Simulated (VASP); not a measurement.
# BeTe (F-43m) in VASP: settings compared, part 2 of 2

VASP 6.6.1.

### 6 Relaxation of cell and atoms, BLYP+D3(BJ)

Input file INCAR:

```
AGGAC = 1.0 ; AGGAX = 1.0
ALDAC = 0.0 ; ALDAX = 1.0
ALGO = Normal ; EDIFF = 1E-6
EDIFFG = -0.02 ; ENCUT = 600
GGA = B5 ; IBRION = 2
ISIF = 3 ; ISMEAR = -1
IVDW = 12 ; LASPH = T
LCHARG = F ; LREAL = F
LWAVE = F ; NELM = 100
NSW = 80 ; PREC = Accurate
SIGMA = 0.05 ; VDW_A1 = 0.4298
VDW_A2 = 4.2359 ; VDW_S6 = 1.0
VDW_S8 = 2.6996
```

Input file KPOINTS:

```
k-points
0
Gamma
  8 8 8
```

Input file POSCAR:

```
BeTe
1.0
    0.0000000000      2.7700000000      2.7700000000
    2.7700000000      0.0000000000      2.7700000000
    2.7700000000      2.7700000000      0.0000000000
Te Be
1 1
Direct
    0.7500000000      0.7500000000      0.7500000000
    0.0000000000      0.0000000000      0.0000000000
```

Potentials or basis: VASP PAW PBE potentials, release 64 (Te, Be).

Command:

```sh
cat potpaw_PBE.64/Te/POTCAR potpaw_PBE.64/Be/POTCAR > POTCAR
mpirun -np 1 vasp_std > vasp.out
```

OUTCAR:

```text
EDIFF = 1E-6
   EDIFFG = -0.02
   ENCUT = 600
   GGA = B5
   IBRION = 2
   ISIF = 3
   ISMEAR = -1
   IVDW = 12
   LASPH = T
   LREAL = F
   NELM = 100
   NSW = 80
   PREC = Accurate
 IVDW          = 12

 ion  position               nearest neighbor table
   1  0.750  0.750  0.750-   2 2.40   2 2.40   2 2.40   2 2.40
   2  0.000  0.000  0.000-   1 2.40   1 2.40   1 2.40   1 2.40

  LATTYP: Found a face centered cubic cell.
 ALAT       =     5.5400000000

  Lattice vectors:

 A1 = (   0.0000000000,   2.7700000000,   2.7700000000)
 A2 = (   2.7700000000,   0.0000000000,   2.7700000000)
 A3 = (   2.7700000000,   2.7700000000,   0.0000000000)

Analysis of symmetry for initial positions (statically):
=====================================================================
 Subroutine PRICEL returns:
 Original cell was already a primitive cell.

 Routine SETGRP: Setting up the symmetry group for a
 face centered cubic supercell.

 Subroutine GETGRP returns: Found 24 space group operations
 (whereof 24 operations were pure point group operations)
 out of a pool of 48 trial point group operations.

The static configuration has the point symmetry T_d .

Analysis of symmetry for dynamics (positions and initial velocities):
=====================================================================
 Subroutine PRICEL returns:
 Original cell was already a primitive cell.

 Routine SETGRP: Setting up the symmetry group for a
 face centered cubic supercell.

 Subroutine GETGRP returns: Found 24 space group operations
 (whereof 24 operations were pure point group operations)
 out of a pool of 48 trial point group operations.

The dynamic configuration has the point symmetry T_d .

 Subroutine INISYM returns: Found 24 space group operations
 (whereof 24 operations are pure point group operations),
 and found     1 'primitive' translations

----------------------------------------------------------------------------------------

                                     Primitive cell

  volume of cell :      42.5079

  direct lattice vectors                    reciprocal lattice vectors
     0.000000000  2.770000000  2.770000000    -0.180505415  0.180505415  0.180505415
     2.770000000  0.000000000  2.770000000     0.180505415 -0.180505415  0.180505415
     2.770000000  2.770000000  0.000000000     0.180505415  0.180505415 -0.180505415

  length of vectors
     3.917371568  3.917371568  3.917371568     0.312644550  0.312644550  0.312644550

  position of ions in fractional coordinates (direct lattice)
     0.750000000  0.750000000  0.750000000
     0.000000000  0.000000000  0.000000000

  ion indices of the primitive-cell ions
   primitive index   ion index
                 1           1
                 2           2

----------------------------------------------------------------------------------------

 KPOINTS: k-points

Automatic generation of k-mesh.
 Grid dimensions read from file:
 generate k-points for:    8    8    8

 Generating k-lattice:

  Cartesian coordinates                     Fractional coordinates (reciprocal lattice)
    -0.022563177  0.022563177  0.022563177     0.125000000  0.000000000  0.000000000
     0.022563177 -0.022563177  0.022563177     0.000000000  0.125000000  0.000000000
     0.022563177  0.022563177 -0.022563177     0.000000000  0.000000000  0.125000000

  Length of vectors
     0.039080569  0.039080569  0.039080569

  Shift w.r.t. Gamma in fractional coordinates (k-lattice)
     0.000000000  0.000000000  0.000000000

 Subroutine IBZKPT returns following result:
 ===========================================

 Found     29 irreducible k-points:

 Following reciprocal coordinates:
            Coordinates               Weight
  0.000000  0.000000  0.000000      1.000000
  0.125000  0.000000  0.000000      8.000000
  0.250000  0.000000  0.000000      8.000000
  0.375000  0.000000  0.000000      8.000000
  0.500000  0.000000  0.000000      4.000000
  0.125000  0.125000  0.000000      6.000000
[... 16 lines left out ...]
  0.500000  0.250000  0.125000     48.000000
 -0.375000  0.250000  0.125000     24.000000
 [... further k-points ...]
   k-points           NKPTS =     29   k-points in BZ     NKDIM =     29   number of bands    NBANDS=      8
   number of dos      NEDOS =    301   number of ions     NIONS =      2
   total plane-waves  NPLWV =  32768
   dimension x,y,z NGX =    32 NGY =   32 NGZ =   32
   dimension x,y,z NGXF=    64 NGYF=   64 NGZF=   64
   ions per type =               1   1
   NGX,Y,Z   is equivalent  to a cutoff of  13.58, 13.58, 13.58 a.u.
   NGXF,Y,Z  is equivalent  to a cutoff of  27.16, 27.16, 27.16 a.u.
 SYSTEM =  unknown system
   PREC   = accura    normal or accurate (medium, high low for compatibility)
   ISTART =      0    job   : 0-new  1-cont  2-samecut
   ICHARG =      2    charge: 1-file 2-atom 10-const
   ISPIN  =      1    spin polarized calculation?
   LNONCOLLINEAR =      F non collinear calculations
   LSORBIT =      F    spin-orbit coupling
   LASPH  =      T    aspherical Exc in radial PAW
   ENCUT  =  600.0 eV  44.10 Ry    6.64 a.u.   7.82  7.82  7.82*2*pi/ulx,y,z
   NELM   =    100;   NELMIN=  2; NELMDL= -5     # of ELM steps
   EDIFF  = 0.1E-05   stopping-criterion for ELM
   LREAL  =      F    real-space projection
   EDIFFG = -.2E-01   stopping-criterion for IOM
   NSW    =     80    number of steps for IOM
   IBRION =      2    ionic relax: 0-MD 1-quasi-New 2-CG
   NFREE  =      1    steps in history (QN), initial steepest desc. (CG)
   ISIF   =      3    stress and relaxation
   ISYM   =      2    0-nonsym 1-usesym 2-fastsym
   POTIM  = 0.5000    time-step for ionic-motion
   TEBEG  =    0.0;   TEEND  =   0.0 temperature during run
   PSTRESS=    0.0 pullay stress
   NELECT =       8.0000    total number of electrons
   NUPDOWN=      -1.0000    fix difference up-down
   EMIN   =  10.00;   EMAX   =-10.00  energy-range for DOS
   EFERMI =   0.00;   METHOD = LEGACY
   ISMEAR =    -1;   SIGMA  =   0.05  broadening in eV -4-tet -1-fermi 0-gaus
   EFERMI_NEDOS =   21; number of points for ismear=-14 and -15
   IALGO  =     38    algorithm
   IMIX   =      4    mixing-type and parameters
     AMIX     =   0.40;   BMIX     =  1.00
     AMIX_MAG =   1.60;   BMIX_MAG =  1.00
  volume/ion in A,a.u.               =      21.25       143.43
  Fermi-wavevector in a.u.,A,eV,Ry     =   0.938170  1.772885 11.975354  0.880164
  Thomas-Fermi vector in A             =   2.065355
   LORBIT       =      0    0 simple, 1 ext, 2 COOP (PROOUT), +10 PAW based schemes
   GGA     = B5    functional components
   LHFCALC =     F    Hartree Fock is set to
   AEXX    =    0.0000 exact exchange contribution
   IVDW    =    12    specifies the selected vdW correction
   LEPSILON=     F    determine dielectric tensor
   LRPA    =     F    only Hartree local field effects (RPA)
 conjugate gradient relaxation of ions
 non-spin polarized calculation
  energy-cutoff  :      600.00
  volume of cell :       42.51
 maximum number of plane-waves:      1433
   NGX = 15   NGY = 15   NGZ = 15

--------------------------------------- Ionic step        1  -------------------------------------------

 number of electron       8.0000000 magnetization

 Free energy of the ion-electron system (eV)
  ---------------------------------------------------
  ext. energy  EPLUGINS =         0.00000000
  ---------------------------------------------------
  free energy    TOTEN  =        -6.51207891 eV

  energy without entropy =       -6.51207891  energy(sigma->0) =       -6.51207891

------------------------ aborting loop because EDIFF is reached ----------------------------------------

 Edisp (eV)   -1.60599

 E8    (eV) :    -1.1677
[... 71 lines left out ...]
--------------------------------------- Ionic step        3  -------------------------------------------

 number of electron       8.0000000 magnetization

 Free energy of the ion-electron system (eV)
  ---------------------------------------------------
  ext. energy  EPLUGINS =         0.00000000
  ---------------------------------------------------
  free energy    TOTEN  =        -6.53862683 eV

  energy without entropy =       -6.53862683  energy(sigma->0) =       -6.53862683

 E-fermi :   6.8506     XC(G=0):  -8.5700

 val. band max:        5.8948643138   @ k =   0.0000   0.0000   0.0000
 cond. band min:       8.0550847216   @ k =   0.5000   0.5000   0.0000
 fundamental gap:      2.1602204078
 Fermi energy:         6.8506078649

 k-point     1 :       0.0000    0.0000    0.0000
  band No.  band energies     occupation
      1      -6.5770      2.00000
      2       5.8949      2.00000
      3       5.8949      2.00000
      4       5.8949      2.00000
      5       9.5888      0.00000
      6       9.5888      0.00000
      7       9.5888      0.00000
      8      10.1683      0.00000
[... 243 lines left out ...]
 k-point    24 :      -0.3750    0.2500    0.1250
  band No.  band energies     occupation
      1      -4.9253      2.00000
      2       0.6830      2.00000
      3       2.9453      2.00000
      4       3.9374      2.00000
      5      10.2622      0.00000
      6      10.4937      0.00000
      7      12.7620      0.00000
      8      13.8811      0.00000

 [... further k-points ...]

------------------------ aborting loop because EDIFF is reached ----------------------------------------

 Edisp (eV)   -1.58123

 E8    (eV) :    -1.1496
[... 25 lines left out ...]
  FREE ENERGIE OF THE ION-ELECTRON SYSTEM (eV)
  ---------------------------------------------------
  free  energy   TOTEN  =        -8.1198535085 eV

  energy  without entropy=       -8.1198535085  energy(sigma->0) =       -8.11985351

 reached required accuracy - stopping structural energy minimisation
```

It took 76 s on 1 thread of AMD EPYC 7R13, shared host; peak memory 0.16 GiB.

What came out:

```
Free energy                            : -8.1199 eV
Relaxed volume                         : 21.56 Å³/atom
Relaxed cell                           : a = 3.936 Å, b = 3.936 Å, c = 3.936 Å, α = 60.00°, β = 60.00°, γ = 60.00°
Space group after relaxing (to 0.05 Å) : F-43m (No. 216)
Energy gained by relaxing              : 0.9 meV/atom
Ionic steps                            : 3
Pressure after relaxing                : 0.0 GPa
Band gap on the k mesh                 : 2.16 eV, indirect (least direct gap 3.69 eV)
Dispersion energy per atom             : -0.791 eV
```

Step by step:
```
step  energy change (eV)  largest force (eV/Å)  pressure (GPa)  volume (Å³)
   1              0.0000                0.0000            0.94        42.51
   2             -0.0017                0.0000           -0.22        43.28
   3             -0.0018                0.0000            0.00        43.13
```

Final structure:
```cif
data_structure
_symmetry_space_group_name_H-M 'P 1'
_symmetry_Int_Tables_number 1
_cell_length_a 3.9363
_cell_length_b 3.9363
_cell_length_c 3.9363
_cell_angle_alpha 60.000
_cell_angle_beta 60.000
_cell_angle_gamma 60.000
_cell_volume 43.13
loop_
_atom_site_label
_atom_site_type_symbol
_atom_site_fract_x
_atom_site_fract_y
_atom_site_fract_z
_atom_site_occupancy
Te1 Te 0.75000 0.75000 0.75000 1
Be1 Be 0.00000 0.00000 0.00000 1
```

Caveat: the PAW data sets were made with another functional, which shifts forces and pressure a little; spin-orbit coupling is left out, which moves the levels of the heavy elements.

### 7 Summary

| task | level | cell | cutoff (eV) | smearing | gap on the mesh (eV) | pressure (GPa) |
| --- | --- | --- | --- | --- | --- | --- |
| single point | PBE | a = 3.917 Å, angles 60.0°, 2 atoms | 520 | gaussian 0.024 eV | 1.85 | 4.5 |
| single point | PBE | a = 3.917 Å, angles 60.0°, 2 atoms | 520 | gaussian 0.017 eV | 1.85 | 4.5 |
| single point | PBE | a = 3.917 Å, angles 60.0°, 2 atoms | 520 | gaussian 0.1 eV | 1.85 | 4.5 |
| single point | BLYP+D3(BJ) | a = 3.931 Å, angles 60.0°, 2 atoms | 520 | fermi-dirac 0.05 eV | 2.15 | 0.3 |
| relaxation of cell and atoms | BLYP+D3(BJ) | relaxed from a = 3.917 Å, angles 60.0°, 2 atoms | 600 | fermi-dirac 0.05 eV | 2.16 | 0.0 |

Alike in all rows: potentials or basis VASP PAW PBE potentials, release 64 (Te, Be); no spin polarisation; k mesh 8 × 8 × 8.

On the cell as given the gap runs from 1.85 eV (PBE) to 1.85 eV (PBE).

Caveats: spin-orbit coupling is left out, which moves the levels of the heavy elements; the PAW data sets were made with another functional, which shifts forces and pressure a little (some runs).

Absolute energies hang on the potentials; compare differences alone.
